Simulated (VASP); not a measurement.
# CuB3Os (R-3c) in VASP: relaxation of cell and atoms with PBE

Aim: the relaxation of cell and atoms of CuB3Os with PBE.

All numbers are computed with VASP 6.6.1; they aren't measurements. Logs are shortened: lines on timing, memory, paths and dates and some standing lists are left out, and cuts for length are marked.

## Step 1: The cell of the first run

Symmetry: R-3c, No. 167, trigonal system. The conventional cell has a = 4.688 Å, b = 4.688 Å, c = 11.457 Å, α = 90.00°, β = 90.00°, γ = 120.00°. Cu (site symmetry -3) has 6 B at 1.66 Å within 2.2 Å. Within 2.5 Å of B (site symmetry 2) lie 2 Cu at 1.66 Å and 4 Os at 2.23 to 2.46 Å and 8 B at 2.34 to 2.35 Å. Within 2.9 Å of Os (site symmetry 32) lie 12 B at 2.23 to 2.46 Å and 8 Cu at 2.86 to 2.87 Å.

## Step 2: Relaxation of cell and atoms, PBE

Input file INCAR:

```
SYSTEM = CuB3Os
PREC = Accurate
ENCUT = 600
EDIFF = 1E-7
ISMEAR = 0
SIGMA = 0.1
LREAL = .FALSE.
LASPH = .TRUE.
NELM = 60
ALGO = Normal
ISIF = 3
LWAVE = .FALSE.
LCHARG = .FALSE.
GGA = PE
IBRION = 2
NSW = 90
EDIFFG = -0.04
```

Input file KPOINTS:

```
Automatic mesh
0
G
  6 6 6
  0 0 0
```

Input file POSCAR:

```
CuB3Os
1.0
    2.3438552011      1.3532254313      3.8189680516
   -2.3438552011      1.3532254313      3.8189680516
    0.0000000000     -2.7064508626      3.8189680516
Cu B Os
2 6 2
Direct
    0.5000000000      0.5000000000      0.5000000000
    0.0000000000      0.0000000000      0.0000000000
    0.2250000000      0.2750000000      0.7500000000
    0.2750000000      0.7500000000      0.2250000000
    0.7750000000      0.7250000000      0.2500000000
    0.2500000000      0.7750000000      0.7250000000
    0.7250000000      0.2500000000      0.7750000000
    0.7500000000      0.2250000000      0.2750000000
    0.7500000000      0.7500000000      0.7500000000
    0.2500000000      0.2500000000      0.2500000000
```

Potentials or basis: VASP PAW PBE potentials, release 64 (Cu, B, Os).

On the command line:

```sh
$ cat potpaw_PBE.64/Cu/POTCAR potpaw_PBE.64/B/POTCAR potpaw_PBE.64/Os/POTCAR > POTCAR
$ mpirun -np 1 vasp_std > vasp.out
```

OUTCAR:

```text
SYSTEM = CuB3Os
   PREC = Accurate
   ENCUT = 600
   EDIFF = 1E-7
   ISMEAR = 0
   LREAL = .FALSE.
   LASPH = .TRUE.
   NELM = 60
   ISIF = 3
   GGA = PE
   IBRION = 2
   NSW = 90
   EDIFFG = -0.04

 ion  position               nearest neighbor table
   1  0.500  0.500  0.500-   6 1.66   8 1.66   7 1.66   4 1.66   5 1.66   3 1.66   9 2.86  10 2.86
                            10 2.87  10 2.87   9 2.87   9 2.87  10 2.87   9 2.87
   2  0.000  0.000  0.000-   4 1.66   7 1.66   6 1.66   8 1.66   5 1.66   3 1.66   9 2.86  10 2.86
                             9 2.87   9 2.87  10 2.87  10 2.87   9 2.87  10 2.87
   3  0.225  0.275  0.750-   1 1.66   2 1.66   9 2.23  10 2.34  10 2.34   9 2.46
   4  0.275  0.750  0.225-   2 1.66   1 1.66   9 2.23  10 2.34  10 2.34   9 2.46
   5  0.775  0.725  0.250-   1 1.66   2 1.66  10 2.23   9 2.34   9 2.34  10 2.46
   6  0.250  0.775  0.725-   1 1.66   2 1.66  10 2.23   9 2.34   9 2.34  10 2.46
   7  0.725  0.250  0.775-   2 1.66   1 1.66  10 2.23   9 2.34   9 2.34  10 2.46
   8  0.750  0.225  0.275-   1 1.66   2 1.66   9 2.23  10 2.34  10 2.34   9 2.46
   9  0.750  0.750  0.750-   3 2.23   4 2.23   8 2.23   7 2.34   6 2.34   7 2.34   6 2.34   5 2.34
                             5 2.34   3 2.46   8 2.46   4 2.46   2 2.86   1 2.86   1 2.87   1 2.87
  10  0.250  0.250  0.250-   5 2.23   6 2.23   7 2.23   8 2.34   4 2.34   4 2.34   8 2.34   3 2.34
                             3 2.34   5 2.46   7 2.46   6 2.46   1 2.86   2 2.86   2 2.87   2 2.87

  LATTYP: Found a trigonal (rhomboedric) cell.
 ALAT       =     4.6807470825
 COS(alpha) =     0.4985112421

  Lattice vectors:

 A1 = (   2.3438552011,   1.3532254313,   3.8189680516)
 A2 = (  -2.3438552011,   1.3532254313,   3.8189680516)
 A3 = (   0.0000000000,  -2.7064508626,   3.8189680516)

Analysis of symmetry for initial positions (statically):
=====================================================================
 Subroutine PRICEL returns:
 Original cell was already a primitive cell.

 Routine SETGRP: Setting up the symmetry group for a
 trigonal (rhombohedral) supercell.

 Subroutine GETGRP returns: Found 12 space group operations
 (whereof  6 operations were pure point group operations)
 out of a pool of 12 trial point group operations.

The static configuration has the point symmetry S_6 .
 The point group associated with its full space group is D_3d.

Analysis of symmetry for dynamics (positions and initial velocities):
=====================================================================
 Subroutine PRICEL returns:
 Original cell was already a primitive cell.

 Routine SETGRP: Setting up the symmetry group for a
 trigonal (rhombohedral) supercell.

 Subroutine GETGRP returns: Found 12 space group operations
 (whereof  6 operations were pure point group operations)
 out of a pool of 12 trial point group operations.

The dynamic configuration has the point symmetry S_6 .
 The point group associated with its full space group is D_3d.

 Subroutine INISYM returns: Found 12 space group operations
 (whereof  6 operations are pure point group operations),
 and found     1 'primitive' translations

----------------------------------------------------------------------------------------

                                     Primitive cell

  volume of cell :      72.6772

  direct lattice vectors                    reciprocal lattice vectors
     2.343855201  1.353225431  3.818968052     0.213323758  0.123162529  0.087283614
    -2.343855201  1.353225431  3.818968052    -0.213323758  0.123162529  0.087283614
     0.000000000 -2.706450863  3.818968052     0.000000000 -0.246325058  0.087283614

  length of vectors
     4.680747083  4.680747083  4.680747083     0.261332095  0.261332095  0.261332095

  position of ions in fractional coordinates (direct lattice)
     0.500000000  0.500000000  0.500000000
     0.000000000  0.000000000  0.000000000
     0.225000000  0.275000000  0.750000000
     0.275000000  0.750000000  0.225000000
     0.775000000  0.725000000  0.250000000
     0.250000000  0.775000000  0.725000000
     0.725000000  0.250000000  0.775000000
     0.750000000  0.225000000  0.275000000
     0.750000000  0.750000000  0.750000000
     0.250000000  0.250000000  0.250000000

  ion indices of the primitive-cell ions
   primitive index   ion index
                 1           1
                 2           2
                 3           3
                 4           4
                 5           5
                 6           6
                 7           7
                 8           8
                 9           9
                10          10

----------------------------------------------------------------------------------------

 KPOINTS: Automatic mesh

Automatic generation of k-mesh.
 Grid dimensions read from file:
 generate k-points for:    6    6    6

 Generating k-lattice:

  Cartesian coordinates                     Fractional coordinates (reciprocal lattice)
     0.035553960  0.020527088  0.014547269     0.166666667  0.000000000  0.000000000
    -0.035553960  0.020527088  0.014547269     0.000000000  0.166666667  0.000000000
     0.000000000 -0.041054176  0.014547269     0.000000000  0.000000000  0.166666667

  Length of vectors
     0.043555349  0.043555349  0.043555349

  Shift w.r.t. Gamma in fractional coordinates (k-lattice)
     0.000000000  0.000000000  0.000000000

 Subroutine IBZKPT returns following result:
 ===========================================

 Found     32 irreducible k-points:

 Following reciprocal coordinates:
            Coordinates               Weight
  0.000000  0.000000  0.000000      1.000000
  0.166667  0.000000  0.000000      6.000000
  0.333333  0.000000  0.000000      6.000000
  0.500000  0.000000  0.000000      3.000000
  0.166667  0.166667  0.000000      6.000000
  0.333333  0.166667  0.000000     12.000000
[... 16 lines left out ...]
  0.500000  0.500000  0.166667      6.000000
 -0.333333  0.500000  0.166667     12.000000
 [... further k-points ...]
   k-points           NKPTS =     32   k-points in BZ     NKDIM =     32   number of bands    NBANDS=     34
   number of dos      NEDOS =    301   number of ions     NIONS =     10
   total plane-waves  NPLWV =  64000
   dimension x,y,z NGX =    40 NGY =   40 NGZ =   40
   dimension x,y,z NGXF=    80 NGYF=   80 NGZF=   80
   ions per type =               2   6   2
   NGX,Y,Z   is equivalent  to a cutoff of  14.21, 14.21, 14.21 a.u.
   NGXF,Y,Z  is equivalent  to a cutoff of  28.41, 28.41, 28.41 a.u.
 SYSTEM =  CuB3Os
   PREC   = accura    normal or accurate (medium, high low for compatibility)
   ISTART =      0    job   : 0-new  1-cont  2-samecut
   ICHARG =      2    charge: 1-file 2-atom 10-const
   ISPIN  =      1    spin polarized calculation?
   LNONCOLLINEAR =      F non collinear calculations
   LSORBIT =      F    spin-orbit coupling
   LASPH  =      T    aspherical Exc in radial PAW
   ENCUT  =  600.0 eV  44.10 Ry    6.64 a.u.   9.35  9.35  9.35*2*pi/ulx,y,z
   NELM   =     60;   NELMIN=  2; NELMDL= -5     # of ELM steps
   EDIFF  = 0.1E-06   stopping-criterion for ELM
   LREAL  =      F    real-space projection
   EDIFFG = -.4E-01   stopping-criterion for IOM
   NSW    =     90    number of steps for IOM
   IBRION =      2    ionic relax: 0-MD 1-quasi-New 2-CG
   NFREE  =      1    steps in history (QN), initial steepest desc. (CG)
   ISIF   =      3    stress and relaxation
   ISYM   =      2    0-nonsym 1-usesym 2-fastsym
   POTIM  = 0.5000    time-step for ionic-motion
   TEBEG  =    0.0;   TEEND  =   0.0 temperature during run
   PSTRESS=    0.0 pullay stress
   NELECT =      56.0000    total number of electrons
   NUPDOWN=      -1.0000    fix difference up-down
   EMIN   =  10.00;   EMAX   =-10.00  energy-range for DOS
   EFERMI =   0.00;   METHOD = LEGACY
   ISMEAR =     0;   SIGMA  =   0.10  broadening in eV -4-tet -1-fermi 0-gaus
   EFERMI_NEDOS =   21; number of points for ismear=-14 and -15
   IALGO  =     38    algorithm
   IMIX   =      4    mixing-type and parameters
     AMIX     =   0.40;   BMIX     =  1.00
     AMIX_MAG =   1.60;   BMIX_MAG =  1.00
  volume/ion in A,a.u.               =       7.27        49.04
  Fermi-wavevector in a.u.,A,eV,Ry     =   1.500853  2.836201 30.647928  2.252559
  Thomas-Fermi vector in A             =   2.612299
   LORBIT       =      0    0 simple, 1 ext, 2 COOP (PROOUT), +10 PAW based schemes
   GGA     = PE    functional components
   LHFCALC =     F    Hartree Fock is set to
   AEXX    =    0.0000 exact exchange contribution
   IVDW    =     0    specifies the selected vdW correction
   LEPSILON=     F    determine dielectric tensor
   LRPA    =     F    only Hartree local field effects (RPA)
 conjugate gradient relaxation of ions
 non-spin polarized calculation
 Gauss-broadening in eV      SIGMA  =   0.10
  energy-cutoff  :      600.00
  volume of cell :       72.68
 maximum number of plane-waves:      2450
 NGX is ok and might be reduce to    40
   NGX = 19   NGY = 19   NGZ = 19

--------------------------------------- Ionic step        1  -------------------------------------------

 number of electron      55.9999981 magnetization

 Free energy of the ion-electron system (eV)
  ---------------------------------------------------
  ext. energy  EPLUGINS =         0.00000000
  ---------------------------------------------------
  free energy    TOTEN  =       -41.42928040 eV

  energy without entropy =      -41.41811178  energy(sigma->0) =      -41.42369609

 E-fermi :  12.6319     XC(G=0): -14.1866

 val. band max:       12.5941245988   @ k =   0.5000   0.3333   0.0000
 cond. band min:      12.6546337022   @ k =   0.1667   0.1667   0.1667
 fundamental gap:      0.0605091034
 Fermi energy:        12.6318833243

 k-point     1 :       0.0000    0.0000    0.0000
  band No.  band energies     occupation
      1      -4.5086      2.00000
      2       1.2916      2.00000
      3       1.2916      2.00000
      4       1.9648      2.00000
      5       1.9663      2.00000
      6       1.9663      2.00000
[... 1901 lines left out ...]
  FREE ENERGIE OF THE ION-ELECTRON SYSTEM (eV)
  ---------------------------------------------------
  free  energy   TOTEN  =       -52.4432891325 eV

  energy  without entropy=      -52.4041075846  energy(sigma->0) =      -52.42369836

[... ionic steps 4 to 14 ...]

--------------------------------------- Ionic step       15  -------------------------------------------

 number of electron      55.9999982 magnetization

------------------------ aborting loop because EDIFF is reached ----------------------------------------

  FORCE on cell =-STRESS in cart. coord.  units (eV):
  Direction    XX          YY          ZZ          XY          YZ          ZX
  --------------------------------------------------------------------------------------
  -------------------------------------------------------------------------------------
  Total       -0.0206284     -0.0206284      0.7885571      0.0000000     -0.0000000      0.0000000
  in kB       -0.3345025     -0.3345025     12.7869304      0.0000000     -0.0000000      0.0000000
  external PRESSURE =       4.0393085 kB  Pullay stress =       0.0000000 kB
[... 73 lines left out ...]
  energy  without entropy=      -62.2148680012  energy(sigma->0) =      -62.22270307

--------------------------------------- Ionic step       17  -------------------------------------------

 number of electron      55.9999983 magnetization

 Free energy of the ion-electron system (eV)
  ---------------------------------------------------
  ext. energy  EPLUGINS =         0.00000000
  ---------------------------------------------------
  free energy    TOTEN  =       -62.23205278 eV

  energy without entropy =      -62.21637598  energy(sigma->0) =      -62.22421438

 E-fermi :   7.3234     XC(G=0): -12.5722

 val. band max:        7.3093482735   @ k =   0.3333   0.0000   0.0000
 cond. band min:       7.3256662270   @ k =  -0.3333   0.1667  -0.0000
 fundamental gap:      0.0163179534
 Fermi energy:         7.3233650543

 k-point     1 :       0.0000    0.0000    0.0000
  band No.  band energies     occupation
      1      -5.3995      2.00000
      2      -0.8018      2.00000
      3      -0.8018      2.00000
      4       0.0469      2.00000
      5       0.0469      2.00000
      6       0.9613      2.00000
[... 916 lines left out ...]
  FREE ENERGIE OF THE ION-ELECTRON SYSTEM (eV)
  ---------------------------------------------------
  free  energy   TOTEN  =       -62.2320527808 eV

  energy  without entropy=      -62.2163759846  energy(sigma->0) =      -62.22421438

 reached required accuracy - stopping structural energy minimisation
```

Run time: 19 min. Hardware: 1 thread of Intel Xeon 6975P-C (Granite Rapids), shared host; peak memory 0.34 GiB.

What came out:

* Free energy: -62.2321 eV
* Relaxed volume: 9.87 Å³/atom
* Relaxed cell: a = 4.753 Å, b = 4.753 Å, c = 4.753 Å, α = 75.65°, β = 75.65°, γ = 75.65°
* Space group after relaxing (to 0.1 Å): R-3c (No. 167)
* Energy gained by relaxing: 2080.3 meV/atom
* Ionic steps: 17
* Pressure after relaxing: 0.2 GPa
* Largest force after relaxing: 0.011 eV/Å
* Band gap on the k mesh: zero (bands 28 and 29 overlap by 0.75 eV)

Forces in eV/Å, atoms in the order of the input:
```
Cu   0.000  0.000  0.000
Cu   0.000  0.000  0.000
B    0.011  0.000  0.000
B   -0.005 -0.009  0.000
B   -0.011  0.000  0.000
B    0.005 -0.009  0.000
B    0.005  0.009  0.000
B   -0.005  0.009  0.000
Os   0.000  0.000  0.000
Os   0.000  0.000  0.000
```

Step by step:
```tsv
step	energy change (eV)	largest force (eV/Å)	pressure (GPa)	volume (Å³)
1	0.0000	1.3311	152.03	72.68
2	-1.2762	0.9760	-28.84	172.01
3	-11.0140	1.4469	-7.24	108.31
4	-11.0785	1.4588	-3.65	105.99
5	-11.0909	1.4658	-0.83	104.39
6	-11.8843	1.9929	-1.90	104.47
7	-15.2229	2.2711	-5.73	104.48
8	-19.9019	0.8360	-2.29	103.45
9	-20.2834	1.2197	-1.31	102.75
10	-20.3272	1.3675	-0.58	102.45
11	-20.5661	0.8276	-3.08	102.32
12	-20.7310	0.0758	-6.31	102.07
13	-20.7973	0.0955	-0.88	99.37
14	-20.7991	0.0982	0.25	98.87
15	-20.7991	0.0985	0.40	98.80
16	-20.8013	0.0672	0.31	98.78
17	-20.8028	0.0108	0.22	98.74
```

Final structure:
```
Cu B Os
1.0
     2.91434    1.68260    3.35589
    -2.91434    1.68260    3.35589
     0.00000   -3.36519    3.35589
Cu B Os
2 6 2
Direct
  0.50000 0.50000 0.50000
  0.00000 0.00000 0.00000
  0.10863 0.39137 0.75000
  0.39137 0.75000 0.10863
  0.89137 0.60863 0.25000
  0.25000 0.89137 0.60863
  0.60863 0.25000 0.89137
  0.75000 0.10863 0.39137
  0.75000 0.75000 0.75000
  0.25000 0.25000 0.25000
```

Caveat: the volume moved by over 15 % at a fixed basis, so the end points are rough; spin-orbit coupling is left out, which moves the levels of the heavy elements.
